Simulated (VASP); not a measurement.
# WS2 in VASP: a series of runs

Runs on WS2. Level: LDA. Tasks: single point.

Program: VASP 6.6.1. These are calculated values, not measurements. Logs are shortened: lines on timing, memory, paths and dates and some standing lists are left out, and cuts for length are marked.

### Step 1. The cell of the first run

The cell holds a slab with vacuum, 3 atoms: a = 3.125 Å, b = 3.125 Å, c = 16.953 Å, α = 90.00°, β = 90.00°, γ = 120.00°.

### Step 2. Single point, LDA (atoms moved at random)

File INCAR:

```
SYSTEM = WS2
PREC = Accurate
ENCUT = 520
EDIFF = 1E-7
ISMEAR = 0
SIGMA = 0.05
LREAL = .FALSE.
LASPH = .TRUE.
NELM = 100
ALGO = Normal
ISIF = 2
LWAVE = .FALSE.
LCHARG = .TRUE.
LELF = .TRUE.
LVHAR = .TRUE.
NBANDS = 20
```

File KPOINTS:

```
regular mesh
0
G
  12 12 2
  0 0 0
```

File POSCAR:

```
WS2
1.0
    3.1254814186      0.0000000000      0.0000000000
   -1.5627407093      2.7067463075      0.0000000000
    0.0000000000      0.0000000000     16.9531110566
W S
1 2
Direct
    0.3354668423      0.6732100907     -0.0019563242
    0.6743525804      0.3528905637      0.9184982786
    0.6568472439      0.3072326790      0.0834580455
```

Potentials or basis: VASP PAW LDA potentials, release 64 (W_sv, S).

Started as:

```sh
$ cat potpaw_LDA.64/W_sv/POTCAR potpaw_LDA.64/S/POTCAR > POTCAR
$ mpirun -np 1 vasp_std > vasp.out
```

OUTCAR:

```text
SYSTEM = WS2
   PREC = Accurate
   ENCUT = 520
   EDIFF = 1E-7
   ISMEAR = 0
   LREAL = .FALSE.
   LASPH = .TRUE.
   NELM = 100
   ISIF = 2

 ion  position               nearest neighbor table
   1  0.335  0.673  0.998-   2 2.24   2 2.24   3 2.25   2 2.28   3 2.34   3 2.36
   2  0.674  0.353  0.918-   1 2.24   1 2.24   1 2.28
   3  0.657  0.307  0.083-   1 2.25   1 2.34   1 2.36

  LATTYP: Found a hexagonal cell.
 ALAT       =     3.1254814186
 C/A-ratio  =     5.4241599248

  Lattice vectors:

 A1 = (   3.1254814186,   0.0000000000,   0.0000000000)
 A2 = (  -1.5627407093,   2.7067463075,   0.0000000000)
 A3 = (   0.0000000000,   0.0000000000,  16.9531110566)

Analysis of symmetry for initial positions (statically):
=====================================================================
 Subroutine PRICEL returns:
 Original cell was already a primitive cell.

 Routine SETGRP: Setting up the symmetry group for a
 hexagonal supercell.

 Subroutine GETGRP returns: Found  1 space group operations
 (whereof  1 operations were pure point group operations)
 out of a pool of 24 trial point group operations.

The static configuration has the point symmetry C_1 .

Analysis of symmetry for dynamics (positions and initial velocities):
=====================================================================
 Subroutine PRICEL returns:
 Original cell was already a primitive cell.

 Routine SETGRP: Setting up the symmetry group for a
 hexagonal supercell.

 Subroutine GETGRP returns: Found  1 space group operations
 (whereof  1 operations were pure point group operations)
 out of a pool of 24 trial point group operations.

The dynamic configuration has the point symmetry C_1 .

 Subroutine INISYM returns: Found  1 space group operations
 (whereof  1 operations are pure point group operations),
 and found     1 'primitive' translations

----------------------------------------------------------------------------------------

                                     Primitive cell

  volume of cell :     143.4214

  direct lattice vectors                    reciprocal lattice vectors
     3.125481419  0.000000000  0.000000000     0.319950710  0.184723629  0.000000000
    -1.562740709  2.706746308  0.000000000     0.000000000  0.369447257  0.000000000
     0.000000000  0.000000000 16.953111057     0.000000000  0.000000000  0.058986224

  length of vectors
[... 80 lines left out ...]
   LSORBIT =      F    spin-orbit coupling
   LASPH  =      T    aspherical Exc in radial PAW
   ENCUT  =  520.0 eV  38.22 Ry    6.18 a.u.   5.81  5.81 31.52*2*pi/ulx,y,z
   NELM   =    100;   NELMIN=  2; NELMDL= -5     # of ELM steps
   EDIFF  = 0.1E-06   stopping-criterion for ELM
   LREAL  =      F    real-space projection
   EDIFFG = 0.1E-05   stopping-criterion for IOM
   NSW    =      0    number of steps for IOM
   IBRION =     -1    ionic relax: 0-MD 1-quasi-New 2-CG
   NFREE  =      0    steps in history (QN), initial steepest desc. (CG)
   ISIF   =      2    stress and relaxation
   ISYM   =      2    0-nonsym 1-usesym 2-fastsym
   POTIM  = 0.5000    time-step for ionic-motion
   TEBEG  =    0.0;   TEEND  =   0.0 temperature during run
   PSTRESS=    0.0 pullay stress
   NELECT =      26.0000    total number of electrons
   NUPDOWN=      -1.0000    fix difference up-down
   EMIN   =  10.00;   EMAX   =-10.00  energy-range for DOS
   EFERMI =   0.00;   METHOD = LEGACY
   ISMEAR =     0;   SIGMA  =   0.05  broadening in eV -4-tet -1-fermi 0-gaus
   EFERMI_NEDOS =   21; number of points for ismear=-14 and -15
   IALGO  =     38    algorithm
   IMIX   =      4    mixing-type and parameters
     AMIX     =   0.40;   BMIX     =  1.00
     AMIX_MAG =   1.60;   BMIX_MAG =  1.00
  volume/ion in A,a.u.               =      47.81       322.62
  Fermi-wavevector in a.u.,A,eV,Ry     =   0.926534  1.750895 11.680127  0.858465
  Thomas-Fermi vector in A             =   2.052507
   LORBIT       =      0    0 simple, 1 ext, 2 COOP (PROOUT), +10 PAW based schemes
   GGA     = CA    functional components
   LHFCALC =     F    Hartree Fock is set to
   AEXX    =    0.0000 exact exchange contribution
   IVDW    =     0    specifies the selected vdW correction
   LEPSILON=     F    determine dielectric tensor
   LRPA    =     F    only Hartree local field effects (RPA)
 non-spin polarized calculation
 Gauss-broadening in eV      SIGMA  =   0.05
  energy-cutoff  :      520.00
  volume of cell :      143.42
 maximum number of plane-waves:      3902
   NGX = 11   NGY = 11   NGZ = 63

 number of electron      26.0000002 magnetization

 Free energy of the ion-electron system (eV)
  ---------------------------------------------------
  ext. energy  EPLUGINS =         0.00000000
  ---------------------------------------------------
  free energy    TOTEN  =       -25.37396013 eV

  energy without entropy =      -25.37396013  energy(sigma->0) =      -25.37396013

 E-fermi :  -0.4507     XC(G=0):  -4.5708

 val. band max:       -0.8124918502   @ k =   0.0000   0.0000   0.0000
 cond. band min:      -0.1821553200   @ k =   0.3333   0.3333   0.0000
 fundamental gap:      0.6303365302
 Fermi energy:        -0.4506792683

 k-point     1 :       0.0000    0.0000    0.0000
  band No.  band energies     occupation
      1     -74.7134      2.00000
      2     -39.3764      2.00000
      3     -39.2107      2.00000
      4     -39.2036      2.00000
      5     -17.0569      2.00000
      6     -14.4684      2.00000
[... 541 lines left out ...]
     19       5.3465      0.00000
     20       6.3830      0.00000

 [... further k-points ...]

------------------------ aborting loop because EDIFF is reached ----------------------------------------

  FORCE on cell =-STRESS in cart. coord.  units (eV):
  Direction    XX          YY          ZZ          XY          YZ          ZX
  --------------------------------------------------------------------------------------
  -------------------------------------------------------------------------------------
  Total        5.3196007      5.6965191     12.0831726      0.0584971      2.7433789     -0.3075772
  in kB       59.4258954     63.6364964    134.9825658      0.6534784     30.6466137     -3.4359817
  external PRESSURE =      86.0149858 kB  Pullay stress =       0.0000000 kB

 VOLUME and BASIS-vectors are now :
 -----------------------------------------------------------------------------
  energy-cutoff  :      520.00
  volume of cell :      143.42
      direct lattice vectors                 reciprocal lattice vectors
     3.125481419  0.000000000  0.000000000     0.319950710  0.184723629  0.000000000
    -1.562740709  2.706746308  0.000000000     0.000000000  0.369447257  0.000000000
     0.000000000  0.000000000 16.953111057     0.000000000  0.000000000  0.058986224

 POSITION                                       TOTAL-FORCE (eV/Angst)
 -----------------------------------------------------------------------------------
     -0.00356      1.82221     16.91995         0.114141     -0.751131      2.180447
      1.55620      0.95519     15.57140         0.050961     -0.591837     -5.459995
      1.57284      0.83160      1.41487        -0.165102      1.342968      3.279548
 -----------------------------------------------------------------------------------
    total drift:                               -0.000056      0.000137      0.000042

  FREE ENERGIE OF THE ION-ELECTRON SYSTEM (eV)
  ---------------------------------------------------
  free  energy   TOTEN  =       -25.3739601310 eV

  energy  without entropy=      -25.3739601310  energy(sigma->0) =      -25.37396013
```

Run time: 4.1 min. Hardware: 1 thread of Intel Xeon 6975P-C (Granite Rapids), shared host; peak memory 0.5 GiB.

Results:

| Quantity | Value |
| --- | --- |
| Free energy | -25.3740 eV |
| Largest force | 5.492 eV/Å |
| Band gap on the k mesh | 0.63 eV (least direct gap 1.49 eV) |

Forces on the atoms (eV/Å):
```
W    0.114 -0.751  2.180
S    0.051 -0.592 -5.460
S   -0.165  1.343  3.280
```

Caveat: the cell differs from its parent crystal (atoms moved at random); there is no dipole correction, which matters where the two faces differ; spin-orbit coupling is left out, which moves the levels of the heavy elements.

### Step 3. Single point, LDA

File INCAR:

```
SYSTEM = WS2
  PREC = Accurate
  ENCUT = 520
  EDIFF = 1E-7
  ISMEAR = 0
  SIGMA = 0.05
  LREAL = .False.
  LASPH = .True.
  NELM = 80
  ALGO = Normal
  ISIF = 2
  LWAVE = .False.
  LCHARG = .False.
  GGA = CA
  NBANDS = 20
```

File KPOINTS:

```
Automatic mesh
0
Gamma
  12 12 2
  0 0 0
```

File POSCAR:

```
WS2
1.0
    3.1254814186      0.0000000000      0.0000000000
   -1.5627407093      2.7067463075      0.0000000000
    0.0000000000      0.0000000000     16.9531110566
W S
1 2
Direct
    0.3333449624      0.6666814268      0.0000043083
    0.6667419681      0.3335172382      0.9079698703
    0.6665797361      0.3331346684      0.0920258214
```

Potentials or basis: VASP PAW LDA potentials, release 64 (W_sv, S).

Started as:

```sh
$ cat potpaw_LDA.64/W_sv/POTCAR potpaw_LDA.64/S/POTCAR > POTCAR
$ mpirun -np 1 vasp_std > vasp.out
```

It took 3.5 min on 1 thread of Intel Xeon 6975P-C (Granite Rapids), shared host; peak memory 0.49 GiB.

The run converged. Its results:

```yaml
Free_energy: -26.1527 eV
Largest_force: 0.058 eV/Å
Band_gap_on_the_k_mesh: 2.00 eV
```

Forces on the atoms (eV/Å):
```
W    0.000 -0.001 -0.004
S    0.001 -0.005 -0.054
S    0.000  0.006  0.058
```

Levels at points of the mesh, in eV from the valence-band top:
```csv
k point,band 9,band 10,band 11,band 12,band 13,band 14,band 15,band 16,band 17,band 18
"(0.00, 0.00, 0.00)",-2.87,-2.20,-1.56,-1.56,-0.16,3.06,3.06,3.25,3.25,5.21
"(0.50, 0.00, 0.00)",-4.53,-3.46,-2.17,-1.12,-0.92,3.07,3.48,4.11,4.96,5.25
"(0.00, 0.50, 0.00)",-4.53,-3.46,-2.17,-1.12,-0.92,3.07,3.48,4.11,4.96,5.25
"(0.50, 0.50, 0.00)",-4.53,-3.46,-2.17,-1.12,-0.92,3.07,3.48,4.11,4.96,5.25
"(0.00, 0.00, 0.50)",-2.87,-2.20,-1.56,-1.56,-0.16,3.06,3.06,3.25,3.25,5.26
"(0.50, 0.00, 0.50)",-4.53,-3.46,-2.17,-1.12,-0.92,3.07,3.48,4.11,4.96,5.25
"(0.00, 0.50, 0.50)",-4.53,-3.46,-2.17,-1.12,-0.92,3.07,3.48,4.11,4.96,5.25
"(0.50, 0.50, 0.50)",-4.53,-3.46,-2.17,-1.12,-0.92,3.07,3.48,4.11,4.96,5.25
```

Caveat: there is no dipole correction, which matters where the two faces differ; spin-orbit coupling is left out, which moves the levels of the heavy elements.
